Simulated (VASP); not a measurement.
TaF3:

```
Ta F
1.0
     3.87169    0.00000    0.00000
     0.00000    3.87169    0.00000
     0.00000    0.00000    3.87169
Ta F
1 3
Direct
  0.00000 0.00000 0.00000
  0.50000 0.00000 0.00000
  0.00000 0.50000 0.00000
  0.00000 0.00000 0.50000
```

```yaml
Program: VASP 6.6.1
Task: relaxation of cell and atoms
Functional: PBE
Potentials_or_basis: VASP PAW PBE potentials, release 64 (Ta_pv, F)
Cutoff: 600 eV
k_mesh: 9 × 9 × 9
Occupations: fermi-dirac, width 0.1 eV
Spin: no spin polarisation
```

At the start: pressure 31.1 GPa; volume 14.51 Å³/atom.

Problem. Where does the relaxation end?

Solution. Over 4 steps the energy falls by 249.9 meV/atom and the volume is 17.60 Å³/atom (+21.3 %); space group Pm-3m (No. 221, to 0.1 Å) before and after.

The path:
| step | energy change (eV) | largest force (eV/Å) | pressure (GPa) | volume (Å³) |
| --- | --- | --- | --- | --- |
| 1 | 0.0000 | 0.0000 | 31.09 | 58.04 |
| 2 | -0.2627 | 0.0000 | -13.78 | 85.05 |
| 3 | -0.9992 | 0.0000 | -0.50 | 70.65 |
| 4 | -0.9998 | 0.0000 | -0.10 | 70.39 |

Final structure:
```cif
data_structure
_symmetry_space_group_name_H-M 'P 1'
_symmetry_Int_Tables_number 1
_cell_length_a 4.1288
_cell_length_b 4.1288
_cell_length_c 4.1288
_cell_angle_alpha 90.000
_cell_angle_beta 90.000
_cell_angle_gamma 90.000
_cell_volume 70.39
loop_
_atom_site_label
_atom_site_type_symbol
_atom_site_fract_x
_atom_site_fract_y
_atom_site_fract_z
_atom_site_occupancy
Ta1 Ta 0.00000 0.00000 0.00000 1
F1 F 0.50000 0.00000 0.00000 1
F2 F 0.00000 0.50000 0.00000 1
F3 F 0.00000 0.00000 0.50000 1
```

Caveat: the volume moved by over 15 % at a fixed basis, so the end points are rough.
